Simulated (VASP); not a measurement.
# PbS (Fm-3m) in VASP: a series of runs

PbS is run at these levels: r2SCAN; tasks: relaxation of the atoms.

Program: VASP 6.6.1. These are calculated values, not measurements. Logs are shortened: lines on timing, memory, paths and dates and some standing lists are left out, and cuts for length are marked.

**1. The cell of the first run**

The structure is cubic, space group Fm-3m (No. 225). Conventional cell: a = 5.854 Å, b = 5.854 Å, c = 5.854 Å, α = 90.00°, β = 90.00°, γ = 90.00°. Within 3.9 Å of Pb (site symmetry m-3m) lie 6 S at 2.93 Å. Within 3.9 Å of S (site symmetry m-3m) lie 6 Pb at 2.93 Å.

**2. Relaxation of the atoms, r2SCAN**

Input file POSCAR:

```
PbS
1.0
    0.0000000000      2.9269025700      2.9269025700
    2.9269025700      0.0000000000      2.9269025700
    2.9269025700      2.9269025700      0.0000000000
Pb S
1 1
Direct
    0.0000000000      0.0000000000      0.0000000000
    0.5000000000      0.5000000000      0.5000000000
```

Input file INCAR.step1:

```
PREC = Accurate
ENCUT = 520
ISMEAR = -1
SIGMA = 0.02
LREAL = F
LASPH = T
NELM = 100
GGA = PE
ALGO = Normal
EDIFF = 1E-4
LWAVE = T
LCHARG = F
```

Input file INCAR.step2:

```
PREC = Accurate
ENCUT = 520
EDIFF = 1E-6
ISMEAR = -1
SIGMA = 0.02
LREAL = F
LASPH = T
NELM = 100
ALGO = Normal
ISIF = 2
LWAVE = F
LCHARG = F
METAGGA = R2SCAN
LMIXTAU = T
IBRION = 2
NSW = 50
EDIFFG = -0.01
ISTART = 1
```

Input file KPOINTS:

```
Automatic mesh
0
Gamma
  8 8 8
```

Potentials or basis: VASP PAW PBE potentials, release 64 (Pb_d, S).

Started as:

```sh
$ cat potpaw_PBE.64/Pb_d/POTCAR potpaw_PBE.64/S/POTCAR > POTCAR
$ cp INCAR.step1 INCAR
$ mpirun -np 1 vasp_std > vasp.out
$ cp INCAR.step2 INCAR
$ mpirun -np 1 vasp_std > vasp.out
```

OUTCAR:

```text
PREC = Accurate
   ENCUT = 520
   EDIFF = 1E-6
   ISMEAR = -1
   LREAL = F
   LASPH = T
   NELM = 100
   ISIF = 2
   METAGGA = R2SCAN
   IBRION = 2
   NSW = 50
   EDIFFG = -0.01
   ISTART = 1

 ion  position               nearest neighbor table
   1  0.000  0.000  0.000-   2 2.93   2 2.93   2 2.93   2 2.93   2 2.93   2 2.93
   2  0.500  0.500  0.500-   1 2.93   1 2.93   1 2.93   1 2.93   1 2.93   1 2.93

  LATTYP: Found a face centered cubic cell.
 ALAT       =     5.8538051400

  Lattice vectors:

 A1 = (   0.0000000000,   2.9269025700,   2.9269025700)
 A2 = (   2.9269025700,   0.0000000000,   2.9269025700)
 A3 = (   2.9269025700,   2.9269025700,   0.0000000000)

Analysis of symmetry for initial positions (statically):
=====================================================================
 Subroutine PRICEL returns:
 Original cell was already a primitive cell.

 Routine SETGRP: Setting up the symmetry group for a
 face centered cubic supercell.

 Subroutine GETGRP returns: Found 48 space group operations
 (whereof 48 operations were pure point group operations)
 out of a pool of 48 trial point group operations.

The static configuration has the point symmetry O_h .

Analysis of symmetry for dynamics (positions and initial velocities):
=====================================================================
 Subroutine PRICEL returns:
 Original cell was already a primitive cell.

 Routine SETGRP: Setting up the symmetry group for a
 face centered cubic supercell.

 Subroutine GETGRP returns: Found 48 space group operations
 (whereof 48 operations were pure point group operations)
 out of a pool of 48 trial point group operations.

The dynamic configuration has the point symmetry O_h .

 Subroutine INISYM returns: Found 48 space group operations
 (whereof 48 operations are pure point group operations),
 and found     1 'primitive' translations

----------------------------------------------------------------------------------------

                                     Primitive cell

  volume of cell :      50.1481

  direct lattice vectors                    reciprocal lattice vectors
     0.000000000  2.926902570  2.926902570    -0.170829055  0.170829055  0.170829055
     2.926902570  0.000000000  2.926902570     0.170829055 -0.170829055  0.170829055
     2.926902570  2.926902570  0.000000000     0.170829055  0.170829055 -0.170829055

  length of vectors
     4.139265310  4.139265310  4.139265310     0.295884603  0.295884603  0.295884603

  position of ions in fractional coordinates (direct lattice)
     0.000000000  0.000000000  0.000000000
     0.500000000  0.500000000  0.500000000

  ion indices of the primitive-cell ions
   primitive index   ion index
                 1           1
                 2           2

----------------------------------------------------------------------------------------

 KPOINTS: Automatic mesh

Automatic generation of k-mesh.
 Grid dimensions read from file:
 generate k-points for:    8    8    8

 Generating k-lattice:

  Cartesian coordinates                     Fractional coordinates (reciprocal lattice)
    -0.021353632  0.021353632  0.021353632     0.125000000  0.000000000  0.000000000
     0.021353632 -0.021353632  0.021353632     0.000000000  0.125000000  0.000000000
     0.021353632  0.021353632 -0.021353632     0.000000000  0.000000000  0.125000000

  Length of vectors
     0.036985575  0.036985575  0.036985575

  Shift w.r.t. Gamma in fractional coordinates (k-lattice)
     0.000000000  0.000000000  0.000000000

 Subroutine IBZKPT returns following result:
 ===========================================

 Found     29 irreducible k-points:

 Following reciprocal coordinates:
            Coordinates               Weight
  0.000000  0.000000  0.000000      1.000000
  0.125000  0.000000  0.000000      8.000000
  0.250000  0.000000  0.000000      8.000000
  0.375000  0.000000  0.000000      8.000000
  0.500000  0.000000  0.000000      4.000000
  0.125000  0.125000  0.000000      6.000000
[... 16 lines left out ...]
  0.500000  0.250000  0.125000     48.000000
 -0.375000  0.250000  0.125000     24.000000
 [... further k-points ...]
   k-points           NKPTS =     29   k-points in BZ     NKDIM =     29   number of bands    NBANDS=     14
   number of dos      NEDOS =    301   number of ions     NIONS =      2
   total plane-waves  NPLWV =  32768
   dimension x,y,z NGX =    32 NGY =   32 NGZ =   32
   dimension x,y,z NGXF=    64 NGYF=   64 NGZF=   64
   ions per type =               1   1
   NGX,Y,Z   is equivalent  to a cutoff of  12.85, 12.85, 12.85 a.u.
   NGXF,Y,Z  is equivalent  to a cutoff of  25.70, 25.70, 25.70 a.u.
 SYSTEM =  unknown system
   PREC   = accura    normal or accurate (medium, high low for compatibility)
   ISTART =      1    job   : 0-new  1-cont  2-samecut
   ICHARG =      0    charge: 1-file 2-atom 10-const
   ISPIN  =      1    spin polarized calculation?
   LNONCOLLINEAR =      F non collinear calculations
   LSORBIT =      F    spin-orbit coupling
   LASPH  =      T    aspherical Exc in radial PAW
   ENCUT  =  520.0 eV  38.22 Ry    6.18 a.u.   7.70  7.70  7.70*2*pi/ulx,y,z
   NELM   =    100;   NELMIN=  2; NELMDL=  0     # of ELM steps
   EDIFF  = 0.1E-05   stopping-criterion for ELM
   LREAL  =      F    real-space projection
   EDIFFG = -.1E-01   stopping-criterion for IOM
   NSW    =     50    number of steps for IOM
   IBRION =      2    ionic relax: 0-MD 1-quasi-New 2-CG
   NFREE  =      1    steps in history (QN), initial steepest desc. (CG)
   ISIF   =      2    stress and relaxation
   ISYM   =      2    0-nonsym 1-usesym 2-fastsym
   POTIM  = 0.5000    time-step for ionic-motion
   TEBEG  =    0.0;   TEEND  =   0.0 temperature during run
   PSTRESS=    0.0 pullay stress
   NELECT =      20.0000    total number of electrons
   NUPDOWN=      -1.0000    fix difference up-down
   EMIN   =  10.00;   EMAX   =-10.00  energy-range for DOS
   EFERMI =   0.00;   METHOD = LEGACY
   ISMEAR =    -1;   SIGMA  =   0.02  broadening in eV -4-tet -1-fermi 0-gaus
   EFERMI_NEDOS =   21; number of points for ismear=-14 and -15
   IALGO  =     38    algorithm
   IMIX   =      4    mixing-type and parameters
     AMIX     =   0.40;   BMIX     =  1.00
     AMIX_MAG =   1.60;   BMIX_MAG =  1.00
  volume/ion in A,a.u.               =      25.07       169.21
  Fermi-wavevector in a.u.,A,eV,Ry     =   1.205036  2.277187 19.757169  1.452111
  Thomas-Fermi vector in A             =   2.340744
   LORBIT       =      0    0 simple, 1 ext, 2 COOP (PROOUT), +10 PAW based schemes
   METAGGA = R2SCAN    functional components
   LHFCALC =     F    Hartree Fock is set to
   AEXX    =    0.0000 exact exchange contribution
   IVDW    =     0    specifies the selected vdW correction
   LEPSILON=     F    determine dielectric tensor
   LRPA    =     F    only Hartree local field effects (RPA)
 conjugate gradient relaxation of ions
 non-spin polarized calculation
  energy-cutoff  :      520.00
  volume of cell :       50.15
 maximum number of plane-waves:      1365
   NGX = 15   NGY = 15   NGZ = 15

 number of electron      19.9999996 magnetization

 Free energy of the ion-electron system (eV)
  ---------------------------------------------------
  ext. energy  EPLUGINS =         0.00000000
  ---------------------------------------------------
  free energy    TOTEN  =       -65.57342643 eV

  energy without entropy =      -65.57342635  energy(sigma->0) =      -65.57342639

 E-fermi :   6.5381     XC(G=0): -10.4577

 val. band max:        6.3091076018   @ k =   0.5000   0.0000   0.0000
 cond. band min:       6.7671363460   @ k =   0.5000   0.0000   0.0000
 fundamental gap:      0.4580287442
 Fermi energy:         6.5381252341

 k-point     1 :       0.0000    0.0000    0.0000
  band No.  band energies     occupation
      1     -11.2817      2.00000
      2     -11.2817      2.00000
      3     -11.2817      2.00000
      4     -11.2677      2.00000
      5     -11.2677      2.00000
      6      -8.3558      2.00000
      7       0.2222      2.00000
      8       3.6951      2.00000
      9       3.6951      2.00000
     10       3.6951      2.00000
     11      11.9212      0.00000
     12      11.9212      0.00000
     13      11.9212      0.00000
     14      13.2710      0.00000

 k-point     2 :       0.1250    0.0000    0.0000
  band No.  band energies     occupation
      1     -11.2810      2.00000
      2     -11.2796      2.00000
      3     -11.2796      2.00000
      4     -11.2680      2.00000
      5     -11.2680      2.00000
      6      -8.2110      2.00000
      7      -0.3663      2.00000
      8       3.7434      2.00000
      9       3.7435      2.00000
     10       4.1624      2.00000
     11      10.5771      0.00000
     12      11.0261      0.00000
     13      11.0262      0.00000
     14      13.2554      0.00000

 k-point     3 :       0.2500    0.0000    0.0000
  band No.  band energies     occupation
      1     -11.2907      2.00000
      2     -11.2907      2.00000
      3     -11.2799      2.00000
      4     -11.2520      2.00000
      5     -11.2520      2.00000
      6      -7.8083      2.00000
      7      -1.5370      2.00000
      8       3.8788      2.00000
      9       3.8788      2.00000
     10       4.9985      2.00000
     11       8.8468      0.00000
     12       9.6918      0.00000
     13       9.6918      0.00000
     14      13.4642      0.00000
[... 324 lines left out ...]
 k-point    23 :       0.5000    0.2500    0.1250
  band No.  band energies     occupation
      1     -11.3562      2.00000
      2     -11.2851      2.00000
      3     -11.2753      2.00000
      4     -11.2431      2.00000
      5     -11.2298      2.00000
      6      -6.9678      2.00000
      7      -2.3951      2.00000
      8       2.3757      2.00000
      9       3.2480      2.00000
     10       4.9297      2.00000
     11       8.2934      0.00000
     12       9.7197      0.00000
     13      10.6431      0.00000
     14      13.6998      0.00000

 k-point    24 :      -0.3750    0.2500    0.1250
  band No.  band energies     occupation
      1     -11.3640      2.00000
      2     -11.2898      2.00000
      3     -11.2651      2.00000
      4     -11.2489      2.00000
      5     -11.2239      2.00000
      6      -6.7250      2.00000
      7      -2.7135      2.00000
      8       2.3912      2.00000
      9       2.8634      2.00000
     10       5.1165      2.00000
     11       7.9868      0.00000
     12       9.9167      0.00000
     13      10.6225      0.00000
     14      14.6640      0.00000

 [... further k-points ...]

------------------------ aborting loop because EDIFF is reached ----------------------------------------

  FORCE on cell =-STRESS in cart. coord.  units (eV):
  Direction    XX          YY          ZZ          XY          YZ          ZX
  --------------------------------------------------------------------------------------
  -------------------------------------------------------------------------------------
  Total        1.2561920      1.2561920      1.2561920     -0.0000000      0.0000000      0.0000000
  in kB       40.1339408     40.1339408     40.1339408     -0.0000000      0.0000000      0.0000000
  external PRESSURE =      40.1339408 kB  Pullay stress =       0.0000000 kB

 VOLUME and BASIS-vectors are now :
 -----------------------------------------------------------------------------
  energy-cutoff  :      520.00
  volume of cell :       50.15
      direct lattice vectors                 reciprocal lattice vectors
     0.000000000  2.926902570  2.926902570    -0.170829055  0.170829055  0.170829055
     2.926902570  0.000000000  2.926902570     0.170829055 -0.170829055  0.170829055
     2.926902570  2.926902570  0.000000000     0.170829055  0.170829055 -0.170829055

 POSITION                                       TOTAL-FORCE (eV/Angst)
 -----------------------------------------------------------------------------------
      0.00000      0.00000      0.00000         0.000000      0.000000      0.000000
      2.92690      2.92690      2.92690        -0.000000     -0.000000     -0.000000
 -----------------------------------------------------------------------------------
    total drift:                                0.000000     -0.000000     -0.000000

  FREE ENERGIE OF THE ION-ELECTRON SYSTEM (eV)
  ---------------------------------------------------
  free  energy   TOTEN  =       -65.5734264340 eV

  energy  without entropy=      -65.5734263512  energy(sigma->0) =      -65.57342639

 reached required accuracy - stopping structural energy minimisation
```

It took 2.3 min on 1 thread of Oxide Virtual Turin-like, shared host; peak memory 0.16 GiB.

Results:

| Item | Value |
| --- | --- |
| Free energy | -65.5734 eV |
| Pressure after relaxing | 4.0 GPa |
| Band gap on the k mesh | 0.46 eV |

Final structure:
```cif
data_structure
_symmetry_space_group_name_H-M 'P 1'
_symmetry_Int_Tables_number 1
_cell_length_a 4.1393
_cell_length_b 4.1393
_cell_length_c 4.1393
_cell_angle_alpha 60.000
_cell_angle_beta 60.000
_cell_angle_gamma 60.000
_cell_volume 50.15
loop_
_atom_site_label
_atom_site_type_symbol
_atom_site_fract_x
_atom_site_fract_y
_atom_site_fract_z
_atom_site_occupancy
Pb1 Pb 0.00000 0.00000 0.00000 1
S1 S 0.50000 0.50000 0.50000 1
```

Levels at points of the mesh, in eV from the valence-band top:
| k point | band 6 | band 7 | band 8 | band 9 | band 10 | band 11 | band 12 | band 13 | band 14 |
| --- | --- | --- | --- | --- | --- | --- | --- | --- | --- |
| (0.00, 0.00, 0.00) | -14.66 | -6.09 | -2.61 | -2.61 | -2.61 | 5.61 | 5.61 | 5.61 | 6.96 |
| (0.50, 0.00, 0.00) | -13.31 | -9.44 | -2.17 | -2.17 | 0.00 | 0.46 | 2.02 | 2.02 | 9.16 |
| (0.50, 0.50, 0.00) | -12.76 | -7.49 | -5.82 | -3.96 | -3.96 | 3.90 | 6.09 | 6.19 | 6.19 |

Caveat: the relaxation stopped at its first step, so nothing moved; the PAW data sets were made with another functional, which shifts forces and pressure a little; spin-orbit coupling is left out, which moves the levels of the heavy elements. A k mesh can miss the band edges.

**3. Relaxation of the atoms, r2SCAN**

This run uses another cell than the first one, of 25.61 Å³/atom.

Input file POSCAR:

```
PbS
1.0
    0.0000000000      2.9475152400      2.9475152400
    2.9475152400      0.0000000000      2.9475152400
    2.9475152400      2.9475152400      0.0000000000
Pb S
1 1
Direct
    0.0000000000      0.0000000000      0.0000000000
    0.5000000000      0.5000000000      0.5000000000
```

Edit INCAR.step1 of step 2 so:

```diff
@@ -6,3 +6,3 @@
 LASPH = T
-NELM = 100
+NELM = 80
 GGA = PE
```

Edit INCAR.step2 of step 2 so:

```diff
@@ -2,3 +2,3 @@
 ENCUT = 520
-EDIFF = 1E-6
+EDIFF = 1E-7
 ISMEAR = -1
@@ -7,3 +7,3 @@
 LASPH = T
-NELM = 100
+NELM = 80
 ALGO = Normal
```

Input file KPOINTS:

```
regular mesh
0
Gamma
  8 8 8
```

Potentials or basis: VASP PAW PBE potentials, release 64 (Pb_d, S).

Started as:

```sh
$ cat potpaw_PBE.64/Pb_d/POTCAR potpaw_PBE.64/S/POTCAR > POTCAR
$ cp INCAR.step1 INCAR
$ mpirun -np 1 vasp_std > vasp.out
$ cp INCAR.step2 INCAR
$ mpirun -np 1 vasp_std > vasp.out
```

Wall time 2 min (1 thread of Oxide Virtual Turin-like, shared host); peak memory 0.16 GiB.

It converged, with:

```
Free energy             : -65.5955 eV
Pressure after relaxing : 2.5 GPa
Band gap on the k mesh  : 0.55 eV
```

Final structure:
```
Pb S
1.0
     0.00000    2.94752    2.94752
     2.94752    0.00000    2.94752
     2.94752    2.94752    0.00000
Pb S
1 1
Direct
  0.00000 0.00000 0.00000
  0.50000 0.50000 0.50000
```

Levels at points of the mesh, in eV from the valence-band top:
```tsv
k point	band 6	band 7	band 8	band 9	band 10	band 11	band 12	band 13	band 14
(0.00, 0.00, 0.00)	-14.43	-6.10	-2.47	-2.47	-2.47	5.58	5.58	5.58	7.05
(0.50, 0.00, 0.00)	-13.13	-9.27	-2.05	-2.05	0.00	0.55	2.10	2.10	9.16
(0.50, 0.50, 0.00)	-12.62	-7.43	-5.59	-3.78	-3.78	4.03	6.04	6.13	6.13
```

Caveat: the relaxation stopped at its first step, so nothing moved; the PAW data sets were made with another functional, which shifts forces and pressure a little; spin-orbit coupling is left out, which moves the levels of the heavy elements.

**4. Relaxation of the atoms, r2SCAN**

This run uses another cell than the first one, of 26.14 Å³/atom.

Input file POSCAR:

```
PbS
1.0
    0.0000000000      2.9678435700      2.9678435700
    2.9678435700      0.0000000000      2.9678435700
    2.9678435700      2.9678435700      0.0000000000
Pb S
1 1
Direct
    0.0000000000      0.0000000000      0.0000000000
    0.5000000000      0.5000000000      0.5000000000
```

Input file INCAR.step1:

```
PREC     = Accurate       # precision mode
ENCUT    = 520            # plane-wave cutoff, eV
ISMEAR   = -1             # smearing method
SIGMA    = 0.02           # smearing width, eV
LREAL    = False          # projectors in reciprocal space
LASPH    = True           # aspherical terms in the spheres
NELM     = 80             # most SCF steps
GGA      = PE             # functional
ALGO     = Normal         # electronic algorithm
EDIFF    = 1E-4           # SCF threshold, eV
LWAVE    = True           # write WAVECAR
LCHARG   = False          # write CHGCAR
```

Input file INCAR.step2:

```
PREC     = Accurate       # precision mode
ENCUT    = 520            # plane-wave cutoff, eV
EDIFF    = 1E-6           # SCF threshold, eV
ISMEAR   = -1             # smearing method
SIGMA    = 0.02           # smearing width, eV
LREAL    = False          # projectors in reciprocal space
LASPH    = True           # aspherical terms in the spheres
NELM     = 80             # most SCF steps
ALGO     = Normal         # electronic algorithm
ISIF     = 2              # what is computed and relaxed
LWAVE    = False          # write WAVECAR
LCHARG   = False          # write CHGCAR
METAGGA  = R2SCAN         # meta-GGA
LMIXTAU  = True         
IBRION   = 2              # ionic algorithm
NSW      = 50             # ionic steps
EDIFFG   = -0.01          # ionic threshold
ISTART   = 1
```

Input file KPOINTS:

```
Automatic mesh
0
Gamma
  8 8 8
```

Started as:

```sh
$ cat potpaw_PBE.64/Pb_d/POTCAR potpaw_PBE.64/S/POTCAR > POTCAR
$ cp INCAR.step1 INCAR
$ mpirun -np 1 vasp_std > vasp.out
$ cp INCAR.step2 INCAR
$ mpirun -np 1 vasp_std > vasp.out
```

It took 2.4 min on 1 thread of Oxide Virtual Turin-like, shared host; peak memory 0.16 GiB.

The run converged. Its results:

* Free energy: -65.6082 eV
* Pressure after relaxing: 1.2 GPa
* Band gap on the k mesh: 0.63 eV

Final structure:
```yaml
crystal:
  lattice:
    - [0.00000, 2.96784, 2.96784]
    - [2.96784, 0.00000, 2.96784]
    - [2.96784, 2.96784, 0.00000]
  atoms:
    - { symbol: Pb, position: [0.00000, 0.00000, 0.00000] }
    - { symbol: S, position: [0.50000, 0.50000, 0.50000] }
```

Levels at points of the mesh, in eV from the valence-band top:
```csv
k point,band 6,band 7,band 8,band 9,band 10,band 11,band 12,band 13,band 14
"(0.00, 0.00, 0.00)",-14.20,-6.11,-2.33,-2.33,-2.33,5.55,5.55,5.55,7.14
"(0.50, 0.00, 0.00)",-12.95,-9.11,-1.92,-1.92,0.00,0.63,2.18,2.18,9.16
"(0.50, 0.50, 0.00)",-12.49,-7.36,-5.37,-3.61,-3.61,4.15,6.00,6.08,6.08
```

Caveat: the relaxation stopped at its first step, so nothing moved; the PAW data sets were made with another functional, which shifts forces and pressure a little; spin-orbit coupling is left out, which moves the levels of the heavy elements. A k mesh can miss the band edges.

(Part 1 of 2 ends here.)
